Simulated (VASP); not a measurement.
# WC (P-6m2) in VASP: notebook, part 2 of 2

VASP 6.6.1. Earlier steps stand in the parts before.

**3. Single point, LDA, non-collinear spin, zero start, spin-orbit coupling**

This run uses another cell than the first one, of 10.38 Å³/atom.

Input file INCAR:

```
SYSTEM = WC
PREC = Accurate ; ENCUT = 1300
EDIFF = 1E-6 ; ISMEAR = -1
SIGMA = 0.05 ; LREAL = .FALSE.
LASPH = .TRUE. ; NELM = 200
ALGO = Normal ; ISIF = 2
LWAVE = .FALSE. ; LCHARG = .FALSE.
MAGMOM = 0 0 0 0 0 0 ; LORBIT = 11
LSORBIT = .TRUE. ; GGA_COMPAT = .FALSE.
LORBMOM = .TRUE. ; LMAXMIX = 4
NBANDS = 30
```

Input file KPOINTS:

```
Automatic mesh
0
G
  10 10 9
  0 0 0
```

Input file POSCAR:

```
WC
1.0
    2.9065000000      0.0000000000      0.0000000000
   -1.4532500000      2.5171028361      0.0000000000
    0.0000000000      0.0000000000      2.8366000000
W C
1 1
Direct
    0.0000000000      0.0000000000      0.0000000000
    0.6666666667      0.3333333333      0.5000000000
```

Potentials or basis: VASP PAW LDA potentials, release 64 (W_sv, C_h).

Launch:

```
$ cat potpaw_LDA.64/W_sv/POTCAR potpaw_LDA.64/C_h/POTCAR > POTCAR
$ mpirun -np 1 vasp_ncl > vasp.out
```

OUTCAR:

```text
SYSTEM = WC
   PREC = Accurate
   ENCUT = 1300
   EDIFF = 1E-6
   ISMEAR = -1
   LREAL = .FALSE.
   LASPH = .TRUE.
   NELM = 200
   ISIF = 2
   LORBIT = 11
   LSORBIT = .TRUE.

 ion  position               nearest neighbor table
   1  0.000  0.000  0.000-   2 2.20   2 2.20   2 2.20   2 2.20   2 2.20   2 2.20
   2  0.667  0.333  0.500-   1 2.20   1 2.20   1 2.20   1 2.20   1 2.20   1 2.20

  LATTYP: Found a hexagonal cell.
 ALAT       =     2.9065000000
 C/A-ratio  =     0.9759504559

  Lattice vectors:

 A1 = (   2.9065000000,   0.0000000000,   0.0000000000)
 A2 = (  -1.4532500000,   2.5171028361,   0.0000000000)
 A3 = (   0.0000000000,   0.0000000000,   2.8366000000)

Analysis of symmetry for initial positions (statically):
=====================================================================
 Subroutine PRICEL returns:
 Original cell was already a primitive cell.

 Routine SETGRP: Setting up the symmetry group for a
 hexagonal supercell.

 Subroutine GETGRP returns: Found 12 space group operations
 (whereof 12 operations were pure point group operations)
 out of a pool of 24 trial point group operations.

The static configuration has the point symmetry D_3h.

Analysis of symmetry for dynamics (positions and initial velocities):
[... 1056 lines left out ...]
     0.0000000     0.0000000     0.0000000     0.0000000     0.0000000     0.0000000     0.0000000
     0.0000000     0.0000000     0.0000000     0.0000000     0.0000000     0.0000000     0.0000000
     0.0000000     0.0000000     0.0000000     0.0000000     0.0000000     0.0000000     0.0000000

 Ion:    2  E_soc:     -0.0002962
 l=   1
     0.0000000    -0.0000510    -0.0000461
    -0.0000510     0.0000000    -0.0000510
    -0.0000461    -0.0000510     0.0000000
 l=   2
     0.0000000     0.0000000     0.0000000     0.0000000     0.0000000
     0.0000000     0.0000000     0.0000000     0.0000000     0.0000000
     0.0000000     0.0000000     0.0000000     0.0000000     0.0000000
     0.0000000     0.0000000     0.0000000     0.0000000     0.0000000
     0.0000000     0.0000000     0.0000000     0.0000000     0.0000000
 l=   3
     0.0000000     0.0000000     0.0000000     0.0000000     0.0000000     0.0000000     0.0000000
     0.0000000     0.0000000     0.0000000     0.0000000     0.0000000     0.0000000     0.0000000
     0.0000000     0.0000000     0.0000000     0.0000000     0.0000000     0.0000000     0.0000000
     0.0000000     0.0000000     0.0000000     0.0000000     0.0000000     0.0000000     0.0000000
     0.0000000     0.0000000     0.0000000     0.0000000     0.0000000     0.0000000     0.0000000
     0.0000000     0.0000000     0.0000000     0.0000000     0.0000000     0.0000000     0.0000000
     0.0000000     0.0000000     0.0000000     0.0000000     0.0000000     0.0000000     0.0000000

 total charge

# of ion       s       p       d       tot
------------------------------------------
    1        2.351   6.428   3.450  12.228
    2        0.462   0.939   0.000   1.400
--------------------------------------------------
tot          2.812   7.366   3.450  13.629

 magnetization (x)

# of ion       s       p       d       tot
------------------------------------------
    1        0.000   0.000   0.000   0.000
    2        0.000   0.000   0.000   0.000
--------------------------------------------------
tot          0.000   0.000   0.000   0.000

 magnetization (y)

# of ion       s       p       d       tot
------------------------------------------
    1        0.000   0.000   0.000   0.000
    2        0.000   0.000   0.000   0.000
--------------------------------------------------
tot          0.000   0.000   0.000   0.000

 magnetization (z)

# of ion       s       p       d       tot
------------------------------------------
    1        0.000   0.000   0.000   0.000
    2       -0.000   0.000   0.000  -0.000
--------------------------------------------------
tot         -0.000   0.000   0.000   0.000
```

OSZICAR:

```text
N       E                     dE             d eps       ncg     rms          rms(c)
DAV:   1     0.247716271674E+03    0.24772E+03   -0.16044E+04  6600   0.262E+03
DAV:   2    -0.100437137608E+02   -0.25776E+03   -0.24688E+03  6884   0.646E+02
DAV:   3    -0.280693104201E+02   -0.18026E+02   -0.17403E+02  7784   0.141E+02
DAV:   4    -0.285432681819E+02   -0.47396E+00   -0.47205E+00  7290   0.219E+01
DAV:   5    -0.285468090354E+02   -0.35409E-02   -0.35406E-02  7346   0.218E+00    0.326E+01
DAV:   6    -0.255621592046E+02    0.29846E+01   -0.53440E+00  8460   0.276E+01    0.821E+00
DAV:   7    -0.255058279071E+02    0.56331E-01   -0.64663E-01  6782   0.684E+00    0.642E+00
DAV:   8    -0.254701054425E+02    0.35722E-01   -0.99814E-02  7226   0.263E+00    0.159E+00
DAV:   9    -0.254678226679E+02    0.22828E-02   -0.34994E-03  7106   0.526E-01    0.386E-01
DAV:  10    -0.254676356577E+02    0.18701E-03   -0.11962E-03  7438   0.275E-01    0.996E-02
DAV:  11    -0.254675577761E+02    0.77882E-04   -0.12179E-04  7322   0.150E-01    0.293E-02
DAV:  12    -0.254675572907E+02    0.48542E-06   -0.82569E-06  7500   0.302E-02
   1 F= -.25467557E+02 E0= -.25466602E+02  d E =-.190979E-02  mag=     0.0000     0.0000     0.0000
```

stdout:

```text
POSCAR found type information on POSCAR W C
 POSCAR found :  2 types and       2 ions
 scaLAPACK will be used
 LDA part: xc-table for (Slater(with rela. corr.)+CA(PZ))
 , standard interpolation
 POSCAR, INCAR and KPOINTS ok, starting setup
 FFT: planning ... GRIDC
 FFT: planning ... GRID_SOFT
 FFT: planning ... GRID
 WAVECAR not read
 entering main loop
```

It took 3.4 min on 1 thread of Intel Xeon 6975P-C (Granite Rapids), shared host; peak memory 0.56 GiB.

What came out:

```
Free energy                                           : -25.4676 eV
Pressure                                              : -6.6 GPa
Net moment                                            : 0.00 μB per cell
Valence electrons inside the program's atomic spheres : W 12.23; C 1.40
```

Stress tensor (GPa, compression positive):
```
-5.93  0.00  0.00
 0.00 -5.93  0.00
 0.00  0.00 -8.07
```

Moments on the atoms (μB; x, y, z):
```
W   0.00 0.00 0.00
C   0.00 0.00 0.00
```

Caveat: the cell stands under tension.

**4. Single point, PBEsol**

This run uses another cell than the first one, of 10.17 Å³/atom.

Input file INCAR:

```
  ALGO = Normal
  EDIFF = 1E-6
  ENCUT = 1300
  GGA = PS
  GGA_COMPAT = False
  ISIF = 2
  ISMEAR = -1
  LASPH = True
  LCHARG = True
  LELF = True
  LREAL = False
  LVHAR = True
  LWAVE = False
  NBANDS = 16
  NELM = 120
  PREC = Accurate
  SIGMA = 0.05
```

Input file KPOINTS:

```
k-points
0
Gamma
  10 10 9
```

Input file POSCAR:

```
WC
1.0
    2.8869604003      0.0000000000      0.0000000000
   -1.4434802002      2.5001810464      0.0000000000
    0.0000000000      0.0000000000      2.8171930064
W C
1 1
Direct
    0.0000000000      0.0000000000      0.0000000000
    0.6666666667      0.3333333333      0.5000000000
```

Potentials or basis: VASP PAW PBE potentials, release 64 (W_sv, C_h).

Launch:

```
$ cat potpaw_PBE.64/W_sv/POTCAR potpaw_PBE.64/C_h/POTCAR > POTCAR
$ mpirun -np 1 vasp_std > vasp.out
```

It took 53 s on 1 thread of Intel Xeon Platinum 8488C (Sapphire Rapids), shared host; peak memory 0.27 GiB.

Results (log left out):

* Free energy: -23.9059 eV
* Pressure: 6.2 GPa
* Band gap on the k mesh: zero (bands 9 and 10 overlap by 1.25 eV)

Stress tensor (GPa, compression positive):
```
6.12 0.00 0.00
0.00 6.12 0.00
0.00 0.00 6.43
```

Levels at points of the mesh, in eV from the Fermi level:
```
           k point  band 6  band 7  band 8  band 9  band 10  band 11  band 12  band 13
(0.00, 0.00, 0.00)   -4.43   -3.40   -3.40    0.13     3.34     3.34     5.78     5.78
(0.50, 0.00, 0.00)   -7.12   -3.69   -3.67   -0.44     2.41     4.68     5.06     7.00
```

Caveat: the cell stands under pressure; the PAW data sets were made with another functional, which shifts forces and pressure a little; spin-orbit coupling is left out, which moves the levels of the heavy elements.

**5. The runs side by side**

| level | potentials or basis | spin | cell | gap on the mesh (eV) | pressure (GPa) |
| --- | --- | --- | --- | --- | --- |
| PBEsol | VASP PAW PBE potentials, release 64 (W_sv, C_h) | off | a = 2.875, b = 2.875, c = 2.808 Å, angles 90.0, 90.0, 120.0°, 2 atoms | none | 11.4 |
| LDA | VASP PAW LDA potentials, release 64 (W_sv, C_h) | non-collinear, zero start, SOC | a = 2.906, b = 2.907, c = 2.837 Å, angles 90.0, 90.0, 120.0°, 2 atoms | - | -6.6 |
| PBEsol | VASP PAW PBE potentials, release 64 (W_sv, C_h) | off | a = 2.887, b = 2.887, c = 2.817 Å, angles 90.0, 90.0, 120.0°, 2 atoms | none | 6.2 |

Alike in all rows: task single point; k mesh 10 × 10 × 9; cutoff (eV) 1300; smearing fermi-dirac 0.05 eV.

Caveats: the cell stands under pressure (at least some runs); the PAW data sets were made with another functional, which shifts forces and pressure a little (at least some runs); spin-orbit coupling is left out, which moves the levels of the heavy elements (at least some runs); the cell stands under tension (at least some runs).

Absolute energies hang on the potentials; compare differences alone.
